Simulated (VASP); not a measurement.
# Al (P6_3/mmc) in VASP: further runs

The runs below take Al through single point, with PBEsol+D3(BJ).

Everything below comes from runs of VASP 6.6.1. Logs are shortened: lines on timing, memory, paths and dates and some standing lists are left out, and cuts for length are marked.

**1. The cell of the first run**

The structure is hexagonal, space group P6_3/mmc (No. 194). Conventional cell: a = 2.857 Å, b = 2.857 Å, c = 9.083 Å, α = 90.00°, β = 90.00°, γ = 120.00°. Within 3.7 Å of Al (site symmetry -3m) lie 12 Al at 2.81 to 2.86 Å. Al (site symmetry -6m2) has 12 Al at 2.81 to 2.86 Å within 3.7 Å.

This isn't the form of Al at room conditions, which is fcc.

**2. Single point, PBEsol+D3(BJ) (biaxial strain in the a-b plane: +2.0 %)**

Contents of INCAR:

```
SYSTEM = Al
ALGO = Fast
EDIFF = 1E-6
ENCUT = 520
GGA = PS
ISIF = 2
ISMEAR = 0
IVDW = 12
LASPH = .True.
LCHARG = .False.
LREAL = .False.
LWAVE = .False.
NBANDS = 14
NELM = 80
PREC = Accurate
SIGMA = 0.1
```

Contents of KPOINTS:

```
k-points
0
Gamma
  24 24 6
  0 0 0
```

Contents of POSCAR:

```
Al
1.0
    2.8571406375      0.0000000000      0.0000000000
   -1.4285703188      2.4743563743      0.0000000000
    0.0000000000      0.0000000000      9.0825142779
Al
4
Direct
    0.0000000000      0.0000000000      0.0000000000
    0.3333333333      0.6666666667      0.2500000000
    0.0000000000      0.0000000000      0.5000000000
    0.6666666667      0.3333333333      0.7500000000
```

Potentials or basis: VASP PAW PBE potentials, release 64 (Al).

On the command line:

```console
cat potpaw_PBE.64/Al/POTCAR > POTCAR
mpirun -np 1 vasp_std > vasp.out
```

OUTCAR:

```text
SYSTEM = Al
   EDIFF = 1E-6
   ENCUT = 520
   GGA = PS
   ISIF = 2
   ISMEAR = 0
   IVDW = 12
   LASPH = .True.
   LREAL = .False.
   NELM = 80
   PREC = Accurate
 IVDW          = 12

 ion  position               nearest neighbor table
   1  0.000  0.000  0.000-   2 2.81   4 2.81   4 2.81   2 2.81   4 2.81   2 2.81
   2  0.333  0.667  0.250-   1 2.81   3 2.81   1 2.81   3 2.81   1 2.81   3 2.81
   3  0.000  0.000  0.500-   2 2.81   4 2.81   4 2.81   2 2.81   4 2.81   2 2.81
   4  0.667  0.333  0.750-   1 2.81   3 2.81   1 2.81   3 2.81   1 2.81   3 2.81

  LATTYP: Found a hexagonal cell.
 ALAT       =     2.8571406375
 C/A-ratio  =     3.1788824669

  Lattice vectors:

 A1 = (   2.8571406375,   0.0000000000,   0.0000000000)
 A2 = (  -1.4285703188,   2.4743563743,   0.0000000000)
 A3 = (   0.0000000000,   0.0000000000,   9.0825142779)

Analysis of symmetry for initial positions (statically):
=====================================================================
 Subroutine PRICEL returns:
 Original cell was already a primitive cell.

 Routine SETGRP: Setting up the symmetry group for a
 hexagonal supercell.

 Subroutine GETGRP returns: Found 24 space group operations
 (whereof 12 operations were pure point group operations)
 out of a pool of 24 trial point group operations.

The static configuration has the point symmetry D_3d.
 The point group associated with its full space group is D_6h.

Analysis of symmetry for dynamics (positions and initial velocities):
=====================================================================
 Subroutine PRICEL returns:
 Original cell was already a primitive cell.

 Routine SETGRP: Setting up the symmetry group for a
 hexagonal supercell.

 Subroutine GETGRP returns: Found 24 space group operations
 (whereof 12 operations were pure point group operations)
 out of a pool of 24 trial point group operations.

The dynamic configuration has the point symmetry D_3d.
 The point group associated with its full space group is D_6h.

 Subroutine INISYM returns: Found 24 space group operations
 (whereof 12 operations are pure point group operations),
 and found     1 'primitive' translations

----------------------------------------------------------------------------------------

                                     Primitive cell

  volume of cell :      64.2096

  direct lattice vectors                    reciprocal lattice vectors
     2.857140638  0.000000000  0.000000000     0.350000272  0.202072751  0.000000000
[... 105 lines left out ...]
   ISMEAR =     0;   SIGMA  =   0.10  broadening in eV -4-tet -1-fermi 0-gaus
   EFERMI_NEDOS =   21; number of points for ismear=-14 and -15
   IALGO  =     68    algorithm
   IMIX   =      4    mixing-type and parameters
     AMIX     =   0.40;   BMIX     =  1.00
     AMIX_MAG =   1.60;   BMIX_MAG =  1.00
  volume/ion in A,a.u.               =      16.05       108.33
  Fermi-wavevector in a.u.,A,eV,Ry     =   0.935984  1.768754 11.919611  0.876067
  Thomas-Fermi vector in A             =   2.062948
   LORBIT       =      0    0 simple, 1 ext, 2 COOP (PROOUT), +10 PAW based schemes
   GGA     = PS    functional components
   LHFCALC =     F    Hartree Fock is set to
   AEXX    =    0.0000 exact exchange contribution
   IVDW    =    12    specifies the selected vdW correction
   LEPSILON=     F    determine dielectric tensor
   LRPA    =     F    only Hartree local field effects (RPA)
 non-spin polarized calculation
 RMM-DIIS sequential band-by-band and
 Gauss-broadening in eV      SIGMA  =   0.10
  energy-cutoff  :      520.00
  volume of cell :       64.21
 maximum number of plane-waves:      1748
 NGX is ok and might be reduce to    24
   NGX = 11   NGY = 11   NGZ = 33

 number of electron      12.0000000 magnetization

 Free energy of the ion-electron system (eV)
  ---------------------------------------------------
  ext. energy  EPLUGINS =         0.00000000
  ---------------------------------------------------
  free energy    TOTEN  =       -16.30382664 eV

  energy without entropy =      -16.29563799  energy(sigma->0) =      -16.29973231

 E-fermi :   8.2223     XC(G=0): -10.3578

 val. band max:        8.2220160967   @ k =   0.3333   0.0833   0.0000
 cond. band min:       8.2232454437   @ k =   0.1250   0.0417   0.5000
 fundamental gap:      0.0012293469
 Fermi energy:         8.2222658223

 k-point     1 :       0.0000    0.0000    0.0000
  band No.  band energies     occupation
      1      -3.0839      2.00000
      2      -1.3023      2.00000
      3      -1.3009      2.00000
      4       3.6891      2.00000
      5       4.1616      2.00000
      6      12.2405      0.00000
      7      12.2576      0.00000
      8      18.6704      0.00000
      9      18.6704      0.00000
     10      18.8777      0.00000
     11      18.8777      0.00000
     12      19.8978      0.00000
     13      19.8983      0.00000
     14      20.1055      0.00000
[... 377 lines left out ...]
      1       2.3793      2.00000
      2       3.3450      2.00000
      3       3.9973      2.00000
      4       4.0419      2.00000
      5       5.1264      2.00000
      6       5.1885      2.00000
      7       8.8393      0.00000
      8       9.5458      0.00000
      9       9.8654      0.00000
     10      10.4536      0.00000
     11      12.9066      0.00000
     12      14.3078      0.00000
     13      14.4645      0.00000
     14      15.6507      0.00000

 [... further k-points ...]

------------------------ aborting loop because EDIFF is reached ----------------------------------------

 Edisp (eV)   -1.30590

 E8    (eV) :    -0.8795

  FORCE on cell =-STRESS in cart. coord.  units (eV):
  Direction    XX          YY          ZZ          XY          YZ          ZX
  --------------------------------------------------------------------------------------
  -------------------------------------------------------------------------------------
  Total      -1.31683    -1.31683    -0.07984     0.00000     0.00000     0.00000
  in kB     -32.85786   -32.85786    -1.99219     0.00000     0.00000     0.00000
  external pressure =      -22.57 kB  Pullay stress =        0.00 kB

 VOLUME and BASIS-vectors are now :
 -----------------------------------------------------------------------------
  energy-cutoff  :      520.00
  volume of cell :       64.21
      direct lattice vectors                 reciprocal lattice vectors
     2.857140638  0.000000000  0.000000000     0.350000272  0.202072751  0.000000000
    -1.428570319  2.474356374  0.000000000     0.000000000  0.404145502  0.000000000
     0.000000000  0.000000000  9.082514278     0.000000000  0.000000000  0.110101671

 POSITION                                       TOTAL-FORCE (eV/Angst)
 -----------------------------------------------------------------------------------
      0.00000      0.00000      0.00000         0.000000      0.000000     -0.000000
     -0.00000      1.64957      2.27063         0.000000     -0.000000      0.000000
      0.00000      0.00000      4.54126         0.000000      0.000000     -0.000000
      1.42857      0.82479      6.81189        -0.000000      0.000000      0.000000
 -----------------------------------------------------------------------------------
    total drift:                               -0.000000      0.000000      0.000000

  FREE ENERGIE OF THE ION-ELECTRON SYSTEM (eV)
  ---------------------------------------------------
  free  energy   TOTEN  =       -17.6097255790 eV

  energy  without entropy=      -17.6015369312  energy(sigma->0) =      -17.60563126
```

OSZICAR:

```text
N       E                     dE             d eps       ncg     rms          rms(c)
DAV:   1     0.466758964485E+01    0.46676E+01   -0.41208E+03  6856   0.657E+02
DAV:   2    -0.157428605413E+02   -0.20410E+02   -0.18849E+02  8918   0.882E+01
DAV:   3    -0.164179915655E+02   -0.67513E+00   -0.66845E+00  9070   0.131E+01
DAV:   4    -0.164225233998E+02   -0.45318E-02   -0.45312E-02  8180   0.135E+00
DAV:   5    -0.164225736901E+02   -0.50290E-04   -0.50290E-04  8990   0.147E-01    0.287E+00
RMM:   6    -0.163514852718E+02    0.71088E-01   -0.74514E-03  6854   0.441E-01    0.165E+00
RMM:   7    -0.163042709447E+02    0.47214E-01   -0.18539E-02  7121   0.685E-01    0.207E-01
RMM:   8    -0.163038150528E+02    0.45589E-03   -0.10083E-03  7348   0.198E-01    0.252E-02
RMM:   9    -0.163038311815E+02   -0.16129E-04   -0.18244E-04  7929   0.937E-02    0.460E-02
RMM:  10    -0.163038335325E+02   -0.23510E-05   -0.16944E-05  8056   0.275E-02    0.117E-01
RMM:  11    -0.163038286661E+02    0.48664E-05   -0.39956E-06  7527   0.120E-02    0.623E-02
RMM:  12    -0.163038269195E+02    0.17466E-05   -0.84511E-07  5438   0.668E-03    0.223E-02
RMM:  13    -0.163038266372E+02    0.28231E-06   -0.27320E-07  4198   0.367E-03
   1 F= -.17609726E+02 E0= -.17605631E+02  d E =-.818865E-02
```

Wall time 68 s (1 thread of Intel Xeon 6975P-C (Granite Rapids), shared host); peak memory 0.31 GiB.

What came out:

- Free energy: -17.6097 eV
- Pressure: -2.3 GPa
- Band gap on the k mesh: zero (bands 6 and 7 overlap by 5.97 eV)
- Dispersion energy per atom: -0.326 eV

Caveat: the cell differs from its parent crystal (biaxial strain in the a-b plane: +2.0 %); the PAW data sets were made with another functional, which shifts forces and pressure a little.

**3. Single point, PBEsol+D3(BJ) (biaxial strain in the a-b plane: +3.0 %, then relaxed in part)**

Contents of INCAR:

```
PREC     = Accurate       # precision mode
ENCUT    = 520            # plane-wave cutoff, eV
EDIFF    = 1E-6           # SCF threshold, eV
ISMEAR   = 0              # smearing method
SIGMA    = 0.1            # smearing width, eV
LREAL    = False          # projectors in reciprocal space
LASPH    = True           # aspherical terms in the spheres
NELM     = 60             # most SCF steps
ALGO     = Fast           # electronic algorithm
ISIF     = 2              # what is computed and relaxed
LWAVE    = False          # write WAVECAR
LCHARG   = False          # write CHGCAR
GGA      = PS             # functional
IVDW     = 12             # dispersion correction
NBANDS   = 14             # bands
```

Contents of KPOINTS:

```
Automatic mesh
0
Gamma
  24 24 6
```

Contents of POSCAR:

```
Al
1.0
    2.8851518202      0.0000000000      0.0000000000
   -1.4425759101      2.4986147701      0.0000000000
    0.0000000000      0.0000000000      8.9712536344
Al
4
Direct
    0.0000000000      0.0000000000      0.0000000000
    0.3333333333      0.6666666667      0.2500000000
    0.0000000000      0.0000000000      0.5000000000
    0.6666666667      0.3333333333      0.7500000000
```

Potentials or basis: VASP PAW PBE potentials, release 64 (Al).

On the command line:

```console
cat potpaw_PBE.64/Al/POTCAR > POTCAR
mpirun -np 1 vasp_std > vasp.out
```

OUTCAR:

```text
PREC = Accurate
   ENCUT = 520
   EDIFF = 1E-6
   ISMEAR = 0
   LREAL = False
   LASPH = True
   NELM = 60
   ISIF = 2
   GGA = PS
   IVDW = 12
 IVDW          = 12

 ion  position               nearest neighbor table
   1  0.000  0.000  0.000-   2 2.79   4 2.79   4 2.79   2 2.79   4 2.79   2 2.79
   2  0.333  0.667  0.250-   1 2.79   3 2.79   1 2.79   3 2.79   1 2.79   3 2.79
   3  0.000  0.000  0.500-   2 2.79   4 2.79   4 2.79   2 2.79   4 2.79   2 2.79
   4  0.667  0.333  0.750-   1 2.79   3 2.79   1 2.79   3 2.79   1 2.79   3 2.79

  LATTYP: Found a hexagonal cell.
 ALAT       =     2.8851518202
 C/A-ratio  =     3.1094563453

  Lattice vectors:

 A1 = (   2.8851518202,   0.0000000000,   0.0000000000)
 A2 = (  -1.4425759101,   2.4986147701,   0.0000000000)
 A3 = (   0.0000000000,   0.0000000000,   8.9712536344)

Analysis of symmetry for initial positions (statically):
=====================================================================
 Subroutine PRICEL returns:
 Original cell was already a primitive cell.

 Routine SETGRP: Setting up the symmetry group for a
 hexagonal supercell.

[... 192 lines left out ...]
     10      18.4398      0.00000
     11      18.4398      0.00000
     12      19.5230      0.00000
     13      19.5241      0.00000
     14      19.7607      0.00000
[... 377 lines left out ...]
      1       2.2482      2.00000
      2       3.2000      2.00000
      3       3.9109      2.00000
      4       3.9645      2.00000
      5       5.0082      2.00000
      6       5.0867      2.00000
      7       8.8116      0.00000
      8       9.6464      0.00000
      9       9.8249      0.00000
     10      10.5223      0.00000
     11      12.5891      0.00000
     12      14.0419      0.00000
     13      14.1668      0.00000
     14      15.3850      0.00000

 [... further k-points ...]

------------------------ aborting loop because EDIFF is reached ----------------------------------------

 Edisp (eV)   -1.29633

 E8    (eV) :    -0.8730

  FORCE on cell =-STRESS in cart. coord.  units (eV):
  Direction    XX          YY          ZZ          XY          YZ          ZX
  --------------------------------------------------------------------------------------
  -------------------------------------------------------------------------------------
  Total      -1.59845    -1.59845     0.03611     0.00000     0.00000     0.00000
  in kB     -39.59934   -39.59934     0.89467     0.00000     0.00000     0.00000
  external pressure =      -26.10 kB  Pullay stress =        0.00 kB

 VOLUME and BASIS-vectors are now :
 -----------------------------------------------------------------------------
  energy-cutoff  :      520.00
  volume of cell :       64.67
      direct lattice vectors                 reciprocal lattice vectors
     2.885151820  0.000000000  0.000000000     0.346602211  0.200110880  0.000000000
    -1.442575910  2.498614770  0.000000000     0.000000000  0.400221760  0.000000000
     0.000000000  0.000000000  8.971253634     0.000000000  0.000000000  0.111467142

 POSITION                                       TOTAL-FORCE (eV/Angst)
 -----------------------------------------------------------------------------------
      0.00000      0.00000      0.00000        -0.000000     -0.000000     -0.000000
     -0.00000      1.66574      2.24281         0.000000      0.000000      0.000000
      0.00000      0.00000      4.48563        -0.000000     -0.000000     -0.000000
      1.44258      0.83287      6.72844        -0.000000     -0.000000      0.000000
 -----------------------------------------------------------------------------------
    total drift:                               -0.000000      0.000000      0.000000

  FREE ENERGIE OF THE ION-ELECTRON SYSTEM (eV)
  ---------------------------------------------------
  free  energy   TOTEN  =       -17.5818825861 eV

  energy  without entropy=      -17.5742974471  energy(sigma->0) =      -17.57809002
```

stdout:

```text
POSCAR found type information on POSCAR Al
 POSCAR found :  1 types and       4 ions
 scaLAPACK will be used
 -----------------------------------------------------------------------------
|                                                                             |
|                                                                             |
|     You enforced a specific xc type in the INCAR file but a different       |
|     I HOPE YOU KNOW WHAT YOU ARE DOING!                                     |
|                                                                             |
 -----------------------------------------------------------------------------

 LDA part: xc-table for (Slater+PW92), standard interpolation
 POSCAR, INCAR and KPOINTS ok, starting setup
 FFT: planning ... GRIDC
 FFT: planning ... GRID_SOFT
 FFT: planning ... GRID
 WAVECAR not read
 entering main loop
```

Wall time 67 s (1 thread of Intel Xeon 6975P-C (Granite Rapids), shared host); peak memory 0.31 GiB.

Results:

```yaml
Free_energy: -17.5819 eV
Pressure: -2.6 GPa
Band_gap_on_the_k_mesh: zero (bands 6 and 7 overlap by 6.34 eV)
Dispersion_energy_per_atom: -0.324 eV
```

Caveat: the cell differs from its parent crystal (biaxial strain in the a-b plane: +3.0 %, then relaxed in part); the PAW data sets were made with another functional, which shifts forces and pressure a little.

**4. Single point, PBEsol+D3(BJ) (biaxial strain in the a-b plane: +3.0 %)**

Contents of INCAR:

```
PREC = Accurate ; ENCUT = 520
EDIFF = 1E-7 ; ISMEAR = 0
SIGMA = 0.1 ; LREAL = False
LASPH = True ; NELM = 60
ALGO = Fast ; ISIF = 2
LWAVE = False ; LCHARG = True
GGA = PS ; IVDW = 12
LELF = True ; LVHAR = True
NBANDS = 14
```

Contents of KPOINTS:

```
regular mesh
0
Gamma
  24 24 6
```

Edit POSCAR of step 3 so:

```diff
@@ -4,3 +4,3 @@
    -1.4425759101      2.4986147701      0.0000000000
-    0.0000000000      0.0000000000      8.9712536344
+    0.0000000000      0.0000000000      9.0273573086
 Al
```

On the command line:

```console
cat potpaw_PBE.64/Al/POTCAR > POTCAR
mpirun -np 1 vasp_std > vasp.out
```

Wall time 87 s (1 thread of Intel Xeon 6975P-C (Granite Rapids), shared host); peak memory 0.31 GiB.

Results (log left out):

```yaml
Free_energy: -17.5810 eV
Pressure: -3.2 GPa
Band_gap_on_the_k_mesh: zero (bands 6 and 7 overlap by 6.21 eV)
Dispersion_energy_per_atom: -0.322 eV
```

Stress tensor (GPa, compression positive):
```
-4.33  0.00  0.00
 0.00 -4.33  0.00
 0.00  0.00 -0.80
```

Levels at points of the mesh, in eV from the Fermi level:
| k point | band 2 | band 3 | band 4 | band 5 | band 6 | band 7 | band 8 | band 9 | band 10 | band 11 |
| --- | --- | --- | --- | --- | --- | --- | --- | --- | --- | --- |
| (0.00, 0.00, 0.00) | -9.42 | -9.42 | -4.40 | -3.85 | 4.29 | 4.31 | 10.09 | 10.09 | 10.33 | 10.33 |
| (0.50, 0.00, 0.00) | -5.36 | -4.02 | -3.91 | -3.45 | -3.32 | 0.88 | 1.35 | 1.73 | 1.99 | 5.15 |
| (0.00, 0.00, 0.50) | -10.77 | -7.20 | -7.20 | -0.27 | -0.27 | 9.37 | 9.37 | 10.42 | 10.42 | 10.42 |
| (0.50, 0.00, 0.50) | -5.06 | -4.93 | -4.93 | -1.83 | -1.83 | -1.15 | -1.15 | 4.98 | 4.98 | 5.08 |

Caveat: the cell differs from its parent crystal (biaxial strain in the a-b plane: +3.0 %); the cell stands under tension; the PAW data sets were made with another functional, which shifts forces and pressure a little.

**5. Summary**

```csv
cell,further INCAR settings,gap on the mesh (eV),pressure (GPa)
"a = 2.857, b = 2.857, c = 9.083 Å, angles 90.0, 90.0, 120.0°, 4 atoms",ALGO = Fast; EDIFF = 1e-06; NBANDS = 14,none,-2.3
"a = 2.885, b = 2.885, c = 8.971 Å, angles 90.0, 90.0, 120.0°, 4 atoms",ALGO = Fast; EDIFF = 1e-06; NBANDS = 14,none,-2.6
"a = 2.885, b = 2.885, c = 9.027 Å, angles 90.0, 90.0, 120.0°, 4 atoms",ALGO = Fast; EDIFF = 1e-07; NBANDS = 14,none,-3.2
```

Alike in all rows: task single point; level PBEsol+D3(BJ); potentials or basis VASP PAW PBE potentials, release 64 (Al); no spin polarisation; k mesh 24 × 24 × 6; cutoff (eV) 520; smearing gaussian 0.1 eV.

Caveats: the PAW data sets were made with another functional, which shifts forces and pressure a little; the cell stands under tension (at least some runs).

Absolute energies hang on the potentials; compare differences alone.
